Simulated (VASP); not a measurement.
# Sb (Pm-3n) in VASP: single point with PBE

Aim: the single point of Sb with PBE.

Everything below comes from runs of VASP 6.6.1. Logs are shortened: lines on timing, memory, paths and dates and some standing lists are left out, and cuts for length are marked.

## (1) The cell of the first run

It takes space group Pm-3n (No. 223, cubic). The conventional cell has a = 6.076 Å, b = 6.076 Å, c = 6.076 Å, α = 90.00°, β = 90.00°, γ = 90.00°. Sb (site symmetry m-3) has 12 Sb at 3.40 Å within 4.5 Å. Sb (site symmetry -4m2) has 14 Sb at 3.04 to 3.72 Å within 4.0 Å.

## (2) Single point, PBE

File INCAR:

```
SYSTEM = Sb
ALGO = Normal
EDIFF = 1E-6
ENCUT = 520
GGA = PE
ISIF = 2
ISMEAR = -1
LASPH = .True.
LCHARG = .True.
LELF = .True.
LREAL = .False.
LVHAR = .True.
LWAVE = .False.
NBANDS = 30
NELM = 100
PREC = Accurate
SIGMA = 0.1
```

File KPOINTS:

```
k-points
0
Gamma
  6 6 6
  0 0 0
```

File POSCAR:

```
Sb
1.0
    6.0759312855      0.0000000000      0.0000000000
    0.0000000000      6.0759312855      0.0000000000
    0.0000000000      0.0000000000      6.0759312855
Sb
8
Direct
    0.0000000000      0.0000000000      0.0000000000
    0.5000000000      0.5000000000      0.5000000000
    0.2500000000      0.0000000000      0.5000000000
    0.7500000000      0.0000000000      0.5000000000
    0.5000000000      0.2500000000      1.0000000000
    0.5000000000      0.7500000000      1.0000000000
    1.0000000000      0.5000000000      0.2500000000
    0.0000000000      0.5000000000      0.7500000000
```

Potentials or basis: VASP PAW PBE potentials, release 64 (Sb).

Started as:

```bash
$ cat potpaw_PBE.64/Sb/POTCAR > POTCAR
$ mpirun -np 1 vasp_std > vasp.out
```

OUTCAR:

```text
SYSTEM = Sb
   EDIFF = 1E-6
   ENCUT = 520
   GGA = PE
   ISIF = 2
   ISMEAR = -1
   LASPH = .True.
   LREAL = .False.
   NELM = 100
   PREC = Accurate

 ion  position               nearest neighbor table
   1  0.000  0.000  0.000-   3 3.40   4 3.40   5 3.40   6 3.40   7 3.40   8 3.40   3 3.40   4 3.40
                             7 3.40   8 3.40   5 3.40   6 3.40
   2  0.500  0.500  0.500-   3 3.40   4 3.40   5 3.40   6 3.40   7 3.40   8 3.40   5 3.40   6 3.40
                             3 3.40   4 3.40   7 3.40   8 3.40
   3  0.250  0.000  0.500-   4 3.04   4 3.04   1 3.40   1 3.40   2 3.40   2 3.40   8 3.72   5 3.72
                             5 3.72   6 3.72   6 3.72   7 3.72   8 3.72   7 3.72
   4  0.750  0.000  0.500-   3 3.04   3 3.04   1 3.40   1 3.40   2 3.40   2 3.40   8 3.72   5 3.72
                             5 3.72   6 3.72   6 3.72   7 3.72   8 3.72   7 3.72
   5  0.500  0.250  0.000-   6 3.04   6 3.04   1 3.40   2 3.40   2 3.40   1 3.40   8 3.72   4 3.72
                             3 3.72   4 3.72   3 3.72   7 3.72   7 3.72   8 3.72
   6  0.500  0.750  0.000-   5 3.04   5 3.04   1 3.40   2 3.40   2 3.40   1 3.40   8 3.72   4 3.72
                             3 3.72   4 3.72   3 3.72   7 3.72   7 3.72   8 3.72
   7  0.000  0.500  0.250-   8 3.04   8 3.04   1 3.40   2 3.40   1 3.40   2 3.40   3 3.72   4 3.72
                             5 3.72   3 3.72   4 3.72   6 3.72   5 3.72   6 3.72
   8  0.000  0.500  0.750-   7 3.04   7 3.04   1 3.40   2 3.40   1 3.40   2 3.40   3 3.72   4 3.72
                             5 3.72   3 3.72   4 3.72   6 3.72   5 3.72   6 3.72

  LATTYP: Found a simple cubic cell.
 ALAT       =     6.0759312855

  Lattice vectors:

 A1 = (   6.0759312855,   0.0000000000,   0.0000000000)
 A2 = (   0.0000000000,   6.0759312855,   0.0000000000)
 A3 = (   0.0000000000,   0.0000000000,   6.0759312855)

Analysis of symmetry for initial positions (statically):
=====================================================================
 Subroutine PRICEL returns:
 Original cell was already a primitive cell.

 Routine SETGRP: Setting up the symmetry group for a
 simple cubic supercell.

 Subroutine GETGRP returns: Found 48 space group operations
 (whereof 24 operations were pure point group operations)
 out of a pool of 48 trial point group operations.

The static configuration has the point symmetry T_h .
 The point group associated with its full space group is O_h .

Analysis of symmetry for dynamics (positions and initial velocities):
=====================================================================
 Subroutine PRICEL returns:
 Original cell was already a primitive cell.

 Routine SETGRP: Setting up the symmetry group for a
 simple cubic supercell.

 Subroutine GETGRP returns: Found 48 space group operations
 (whereof 24 operations were pure point group operations)
 out of a pool of 48 trial point group operations.

The dynamic configuration has the point symmetry T_h .
 The point group associated with its full space group is O_h .

 Subroutine INISYM returns: Found 48 space group operations
 (whereof 24 operations are pure point group operations),
 and found     1 'primitive' translations

----------------------------------------------------------------------------------------

                                     Primitive cell

  volume of cell :     224.3048

  direct lattice vectors                    reciprocal lattice vectors
     6.075931286  0.000000000  0.000000000     0.164583823  0.000000000  0.000000000
     0.000000000  6.075931286  0.000000000     0.000000000  0.164583823  0.000000000
     0.000000000  0.000000000  6.075931286     0.000000000  0.000000000  0.164583823

  length of vectors
     6.075931286  6.075931286  6.075931286     0.164583823  0.164583823  0.164583823

  position of ions in fractional coordinates (direct lattice)
     0.000000000  0.000000000  0.000000000
     0.500000000  0.500000000  0.500000000
     0.250000000  0.000000000  0.500000000
     0.750000000  0.000000000  0.500000000
     0.500000000  0.250000000  0.000000000
     0.500000000  0.750000000  0.000000000
     0.000000000  0.500000000  0.250000000
     0.000000000  0.500000000  0.750000000

  ion indices of the primitive-cell ions
   primitive index   ion index
                 1           1
                 2           2
                 3           3
                 4           4
                 5           5
                 6           6
                 7           7
                 8           8

----------------------------------------------------------------------------------------

 KPOINTS: k-points

Automatic generation of k-mesh.
 Grid dimensions read from file:
 generate k-points for:    6    6    6

 Generating k-lattice:

  Cartesian coordinates                     Fractional coordinates (reciprocal lattice)
     0.027430637  0.000000000  0.000000000     0.166666667  0.000000000  0.000000000
     0.000000000  0.027430637  0.000000000     0.000000000  0.166666667  0.000000000
     0.000000000  0.000000000  0.027430637     0.000000000  0.000000000  0.166666667

  Length of vectors
     0.027430637  0.027430637  0.027430637

  Shift w.r.t. Gamma in fractional coordinates (k-lattice)
     0.000000000  0.000000000  0.000000000

 Subroutine IBZKPT returns following result:
 ===========================================

 Found     20 irreducible k-points:

 Following reciprocal coordinates:
            Coordinates               Weight
  0.000000  0.000000  0.000000      1.000000
  0.166667  0.000000  0.000000      6.000000
  0.333333  0.000000  0.000000      6.000000
  0.500000  0.000000  0.000000      3.000000
  0.166667  0.166667  0.000000     12.000000
  0.333333  0.166667  0.000000     24.000000
[... 12 lines left out ...]
  0.500000  0.500000  0.333333      6.000000
  0.500000  0.500000  0.500000      1.000000
   k-points           NKPTS =     20   k-points in BZ     NKDIM =     20   number of bands    NBANDS=     30
   number of dos      NEDOS =    301   number of ions     NIONS =      8
   total plane-waves  NPLWV = 110592
   dimension x,y,z NGX =    48 NGY =   48 NGZ =   48
   dimension x,y,z NGXF=    96 NGYF=   96 NGZF=   96
   ions per type =               8
   NGX,Y,Z   is equivalent  to a cutoff of  13.13, 13.13, 13.13 a.u.
   NGXF,Y,Z  is equivalent  to a cutoff of  26.27, 26.27, 26.27 a.u.
 SYSTEM =  Sb
   PREC   = accura    normal or accurate (medium, high low for compatibility)
   ISTART =      0    job   : 0-new  1-cont  2-samecut
   ICHARG =      2    charge: 1-file 2-atom 10-const
   ISPIN  =      1    spin polarized calculation?
   LNONCOLLINEAR =      F non collinear calculations
   LSORBIT =      F    spin-orbit coupling
   LASPH  =      T    aspherical Exc in radial PAW
   ENCUT  =  520.0 eV  38.22 Ry    6.18 a.u.  11.30 11.30 11.30*2*pi/ulx,y,z
   NELM   =    100;   NELMIN=  2; NELMDL= -5     # of ELM steps
   EDIFF  = 0.1E-05   stopping-criterion for ELM
   LREAL  =      F    real-space projection
   EDIFFG = 0.1E-04   stopping-criterion for IOM
   NSW    =      0    number of steps for IOM
   IBRION =     -1    ionic relax: 0-MD 1-quasi-New 2-CG
   NFREE  =      0    steps in history (QN), initial steepest desc. (CG)
   ISIF   =      2    stress and relaxation
   ISYM   =      2    0-nonsym 1-usesym 2-fastsym
   POTIM  = 0.5000    time-step for ionic-motion
   TEBEG  =    0.0;   TEEND  =   0.0 temperature during run
   PSTRESS=    0.0 pullay stress
   NELECT =      40.0000    total number of electrons
   NUPDOWN=      -1.0000    fix difference up-down
   EMIN   =  10.00;   EMAX   =-10.00  energy-range for DOS
   EFERMI =   0.00;   METHOD = LEGACY
   ISMEAR =    -1;   SIGMA  =   0.10  broadening in eV -4-tet -1-fermi 0-gaus
   EFERMI_NEDOS =   21; number of points for ismear=-14 and -15
   IALGO  =     38    algorithm
   IMIX   =      4    mixing-type and parameters
     AMIX     =   0.40;   BMIX     =  1.00
     AMIX_MAG =   1.60;   BMIX_MAG =  1.00
  volume/ion in A,a.u.               =      28.04       189.21
  Fermi-wavevector in a.u.,A,eV,Ry     =   0.921472  1.741329 11.552843  0.849110
  Thomas-Fermi vector in A             =   2.046892
   LORBIT       =      0    0 simple, 1 ext, 2 COOP (PROOUT), +10 PAW based schemes
   GGA     = PE    functional components
   LHFCALC =     F    Hartree Fock is set to
   AEXX    =    0.0000 exact exchange contribution
   IVDW    =     0    specifies the selected vdW correction
   LEPSILON=     F    determine dielectric tensor
   LRPA    =     F    only Hartree local field effects (RPA)
 non-spin polarized calculation
  energy-cutoff  :      520.00
  volume of cell :      224.30
 maximum number of plane-waves:      6088
 NGX is ok and might be reduce to    48
   NGX = 23   NGY = 23   NGZ = 23

 number of electron      39.9999997 magnetization

 Free energy of the ion-electron system (eV)
  ---------------------------------------------------
  ext. energy  EPLUGINS =         0.00000000
  ---------------------------------------------------
  free energy    TOTEN  =       -30.16210271 eV

  energy without entropy =      -29.95482316  energy(sigma->0) =      -30.05846294

 E-fermi :   8.0387     XC(G=0): -10.0502

 val. band max:        8.0228807982   @ k =   0.3333   0.1667   0.1667
 cond. band min:       8.0486069930   @ k =   0.5000   0.1667   0.1667
 fundamental gap:      0.0257261948
 Fermi energy:         8.0386840936

 k-point     1 :       0.0000    0.0000    0.0000
  band No.  band energies     occupation
      1      -4.6641      2.00000
      2      -1.7952      2.00000
      3      -1.7952      2.00000
      4      -1.4974      2.00000
      5      -0.0076      2.00000
      6      -0.0076      2.00000
[... 22 lines left out ...]
     29      11.0723      0.00000
     30      13.1103      0.00000

 k-point     2 :       0.1667    0.0000    0.0000
  band No.  band energies     occupation
      1      -4.5541      2.00000
      2      -2.1860      2.00000
      3      -1.7032      2.00000
      4      -1.5029      2.00000
      5       0.0423      2.00000
      6       0.0423      2.00000
[... 586 lines left out ...]
 k-point    20 :       0.5000    0.5000    0.5000
  band No.  band energies     occupation
      1      -1.8189      2.00000
      2      -1.8189      2.00000
      3      -1.8189      2.00000
      4      -1.8189      2.00000
      5      -1.8189      2.00000
      6      -1.8189      2.00000
[... 22 lines left out ...]
     29       8.6864      0.00307
     30       8.6864      0.00307

------------------------ aborting loop because EDIFF is reached ----------------------------------------

  FORCE on cell =-STRESS in cart. coord.  units (eV):
  Direction    XX          YY          ZZ          XY          YZ          ZX
  --------------------------------------------------------------------------------------
  -------------------------------------------------------------------------------------
  Total       -0.3506766     -0.3506766     -0.3506766     -0.0000000      0.0000000      0.0000000
  in kB       -2.5048333     -2.5048333     -2.5048333     -0.0000000      0.0000000      0.0000000
  external PRESSURE =      -2.5048333 kB  Pullay stress =       0.0000000 kB

 VOLUME and BASIS-vectors are now :
 -----------------------------------------------------------------------------
  energy-cutoff  :      520.00
  volume of cell :      224.30
      direct lattice vectors                 reciprocal lattice vectors
     6.075931286  0.000000000  0.000000000     0.164583823  0.000000000  0.000000000
     0.000000000  6.075931286  0.000000000     0.000000000  0.164583823  0.000000000
     0.000000000  0.000000000  6.075931286     0.000000000  0.000000000  0.164583823

 POSITION                                       TOTAL-FORCE (eV/Angst)
 -----------------------------------------------------------------------------------
      0.00000      0.00000      0.00000         0.000000      0.000000      0.000000
      3.03797      3.03797      3.03797         0.000000      0.000000      0.000000
      1.51898      0.00000      3.03797         0.000000      0.000000     -0.000000
      4.55695      0.00000      3.03797        -0.000000     -0.000000      0.000000
      3.03797      1.51898      0.00000         0.000000      0.000000     -0.000000
      3.03797      4.55695      0.00000        -0.000000      0.000000     -0.000000
      0.00000      3.03797      1.51898        -0.000000      0.000000     -0.000000
      0.00000      3.03797      4.55695         0.000000     -0.000000      0.000000
 -----------------------------------------------------------------------------------
    total drift:                               -0.000000     -0.000000      0.000000

  FREE ENERGIE OF THE ION-ELECTRON SYSTEM (eV)
  ---------------------------------------------------
  free  energy   TOTEN  =       -30.1621027113 eV

  energy  without entropy=      -29.9548231606  energy(sigma->0) =      -30.05846294
```

It took 38 s on 1 thread of Intel Xeon 6975P-C (Granite Rapids), shared host; peak memory 0.36 GiB.

What came out:

```
Free energy            : -30.1621 eV
Pressure               : -0.3 GPa
Band gap on the k mesh : zero (band 20 reaches 8.23 eV, above the bottom of band 21 at 7.71 eV)
```

Levels at points of the mesh, in eV from the Fermi level:
| k point | band 16 | band 17 | band 18 | band 19 | band 20 | band 21 | band 22 | band 23 | band 24 | band 25 |
| --- | --- | --- | --- | --- | --- | --- | --- | --- | --- | --- |
| (0.00, 0.00, 0.00) | -2.89 | -2.23 | -1.60 | -1.60 | -1.60 | 0.76 | 0.76 | 0.76 | 1.18 | 1.18 |
| (0.50, 0.00, 0.00) | -2.13 | -1.27 | -1.27 | -0.72 | -0.72 | 0.26 | 0.26 | 1.07 | 1.07 | 1.31 |
| (0.50, 0.50, 0.00) | -1.50 | -1.26 | -1.26 | -0.57 | -0.27 | 0.33 | 0.54 | 1.17 | 1.17 | 1.52 |
| (0.50, 0.50, 0.50) | -1.49 | 0.05 | 0.05 | 0.05 | 0.05 | 0.05 | 0.05 | 0.10 | 0.10 | 0.10 |

Caveat: spin-orbit coupling is left out, which moves the levels of the heavy elements.
